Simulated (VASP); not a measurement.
## ZrS: single point with PBEsol

Crystal: ZrS.

```
CELL_PARAMETERS angstrom
0.00000 2.58952 2.58952
2.58952 0.00000 2.58952
2.58952 2.58952 0.00000
ATOMIC_POSITIONS crystal
Zr 0.00000 0.00000 0.00000
S 0.50000 0.50000 0.50000
```

```yaml
Program: VASP 6.6.1
Task: single point
Functional: PBEsol
Potentials_or_basis: VASP PAW PBE potentials, release 64 (Zr_sv, S)
Cutoff: 520 eV
k_mesh: 8 × 8 × 8
Occupations: methfessel-paxton, width 0.02 eV
Spin: no spin polarisation
Dipole_correction: no
Further_INCAR_settings: ALGO = Normal; EDIFF = 1e-06; NBANDS = 16
```

```
Pressure               : -1.0 GPa
Band gap on the k mesh : zero (band 9 reaches 12.70 eV, above the bottom of band 10 at 9.67 eV)
```

Levels at points of the mesh, in eV from the Fermi level:
| k point | band 7 | band 8 | band 9 | band 10 | band 11 | band 12 |
| --- | --- | --- | --- | --- | --- | --- |
| (0.00, 0.00, 0.00) | -3.60 | -3.60 | -1.52 | -1.52 | -1.52 | -0.79 |
| (0.50, 0.00, 0.00) | -6.20 | -6.20 | 1.51 | 1.51 | 1.84 | 1.86 |
| (0.50, 0.50, 0.00) | -4.56 | -4.56 | -3.72 | 0.47 | 2.47 | 2.47 |

Run time: 9.3 s on 1 thread of Intel(R) Xeon(R) Platinum 8488C (Sapphire Rapids), with other jobs on the host, peak memory 0.16 GiB.

Caveat: the PAW data sets were made with another functional, which shifts forces and pressure a little.
